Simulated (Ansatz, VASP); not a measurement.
# O: VASP beside Ansatz

```
CELL_PARAMETERS angstrom
0.00000 1.86434 3.84614
1.48148 0.00000 3.84614
1.48148 1.86434 0.00000
ATOMIC_POSITIONS crystal
O 0.42110 0.42110 0.57890
O 0.57890 0.57890 0.42110
```

Change from the starting cell: volume scaled by 0.96.

Alike in both runs: task single point; functional LDA; k mesh 14 × 14 × 14; occupations fermi-dirac, width 0.08 eV; no spin polarisation.

|  | VASP | Ansatz |
| --- | --- | --- |
| version | VASP 6.6.1 | Ansatz 0.2.0 |
| potentials or method | VASP PAW LDA potentials, release 64 (O), cutoff 520 eV | all-electron LAPW, scalar-relativistic |

|  | VASP | Ansatz | Ansatz less VASP |
| --- | --- | --- | --- |
| pressure (GPa) | -3.4 | -7.3 | -3.88 |
| traceless stress, the component that is largest in VASP (GPa) | 5.11 | -3.11 | -8.212 |
| rms of the force components (eV/Å) | 0.197 | 0.600 | +0.4031 |

LDA's correlation is that of Perdew and Zunger in VASP and of Perdew and Wang (1992) in Ansatz. Atom by atom the forces differ by 0.797 eV/Å (rms over components). Ansatz ran all-electron here, and VASP with PAW potentials.

Noted on VASP's run: the standard files for N, O and F lose accuracy on very short bonds; spin is off for a triplet molecule.
